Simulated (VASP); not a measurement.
The system is GaSb (rocksalt type).

```xyz
2
Lattice="0.0000 2.7216 2.7216 2.7216 0.0000 2.7216 2.7216 2.7216 0.0000" Properties=species:S:1:pos:R:3 pbc="T T T"
Ga    0.0000    0.0000    0.0000
Sb    2.7216    2.7216    2.7216
```

```yaml
Program: VASP 6.6.1
Task: relaxation of cell and atoms
Functional: PBE
Potentials_or_basis: VASP PAW PBE potentials, release 64 (Ga_d, Sb)
Cutoff: 600 eV
k_mesh: 13 × 13 × 13
Occupations: fermi-dirac, width 0.08 eV
Spin: no spin polarisation
```

At the start: pressure 16.7 GPa; volume 20.16 Å³/atom.

Question: How do energy, volume and symmetry change on relaxing?

Answer: Over 5 steps the energy falls by 182.1 meV/atom and the volume is 24.39 Å³/atom (+21.0 %); space group Fm-3m (No. 225, to 0.05 Å).

Step by step:
```
step  energy change (eV)  largest force (eV/Å)  pressure (GPa)  volume (Å³)
   1              0.0000                0.0000           16.65        40.32
   2             -0.2903                0.0000           -4.26        53.82
   3             -0.3642                0.0000            0.10        48.69
   4             -0.3642                0.0000           -0.09        48.86
   5             -0.3643                0.0000           -0.01        48.77
```

Final structure:
```cif
data_structure
_symmetry_space_group_name_H-M 'P 1'
_symmetry_Int_Tables_number 1
_cell_length_a 4.1010
_cell_length_b 4.1010
_cell_length_c 4.1010
_cell_angle_alpha 60.000
_cell_angle_beta 60.000
_cell_angle_gamma 60.000
_cell_volume 48.77
loop_
_atom_site_label
_atom_site_type_symbol
_atom_site_fract_x
_atom_site_fract_y
_atom_site_fract_z
_atom_site_occupancy
Ga1 Ga 0.00000 0.00000 0.00000 1
Sb1 Sb 0.50000 0.50000 0.50000 1
```

Caveat: the volume moved by over 15 % at a fixed basis, so the end points are rough.
